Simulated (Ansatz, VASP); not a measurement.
# LaAgS2: VASP beside Ansatz

INCAR

```
SYSTEM = LaAgS2
PREC = Accurate
ENCUT = 520
EDIFF = 1E-7
ISMEAR = 0
SIGMA = 0.01
LREAL = .FALSE.
LASPH = .TRUE.
NELM = 100
ALGO = Normal
ISIF = 2
LWAVE = .FALSE.
LCHARG = .FALSE.
GGA = PE
NBANDS = 44
```

Contents of KPOINTS:

```
Automatic mesh
0
G
  6 4 4
  0 0 0
```

POSCAR

```
LaAgS2
1.0
    4.3526243856      0.0000000000      0.0000000000
    0.0000000000      5.6226472006      0.0000000000
    0.0000000000      0.0000000000      7.8746126638
Ag S La
2 4 2
Direct
    0.0000000000      0.0000000000      0.8594073665
    0.5000000000      0.5000000000      0.1405926335
    0.0000000000      0.5000000000      0.9081029592
    0.5000000000      0.0000000000      0.0918970408
    0.0000000000      0.5000000000      0.4100782150
    0.5000000000      0.0000000000      0.5899217850
    0.0000000000      0.0000000000      0.3244924560
    0.5000000000      0.5000000000      0.6755075440
```

Input for Ansatz:

```yaml
crystal:
  lattice:
    - [4.3526243856, 0.0, 0.0]
    - [0.0, 5.6226472006, 0.0]
    - [0.0, 0.0, 7.8746126638]
  atoms:
    - { symbol: Ag, position: [0.0, 0.0, 0.8594073665] }
    - { symbol: S, position: [0.0, 0.5, 0.9081029592] }
    - { symbol: Ag, position: [0.5, 0.5, 0.1405926335] }
    - { symbol: S, position: [0.5, 0.0, 0.0918970408] }
    - { symbol: La, position: [0.0, 0.0, 0.324492456] }
    - { symbol: S, position: [0.0, 0.5, 0.410078215] }
    - { symbol: La, position: [0.5, 0.5, 0.675507544] }
    - { symbol: S, position: [0.5, 0.0, 0.589921785] }
kpoints:
  mp_grid: { grid: [6, 4, 4] }
hamiltonian:
  xc: pbe
scf:
  occupations: { method: fixed }
  n_extra_bands: 6
output:
  forces: true
  stress: true
  eigenvalues: true
```

Alike in both runs: task single point; functional PBE; k mesh 6 × 4 × 4; no spin polarisation.

|  | VASP | Ansatz |
| --- | --- | --- |
| version | VASP 6.6.1 | Ansatz 0.2.0 |
| potentials or method | VASP PAW PBE potentials, release 64 (Ag, S, La) | plane waves, PAW |
| plane-wave cutoff (eV) | 520 | 420 |
| occupations | gaussian, width 0.01 eV | fixed |
| valence electrons in the cell | 68 | 84 |

|  | VASP | Ansatz | Ansatz less VASP |
| --- | --- | --- | --- |
| gap on the k mesh at the Fermi level (eV) | 1.39 | 1.38 | -0.006 |
| pressure (GPa) | -2.0 | -1.9 | +0.12 |
| rms of the force components (eV/Å) | 0.044 | 0.041 | -0.0028 |

VASP's potentials hold 68 valence electrons a cell and Ansatz's 84, so a difference there can come from the potentials and not from the codes.

Neither program's run includes spin-orbit coupling.
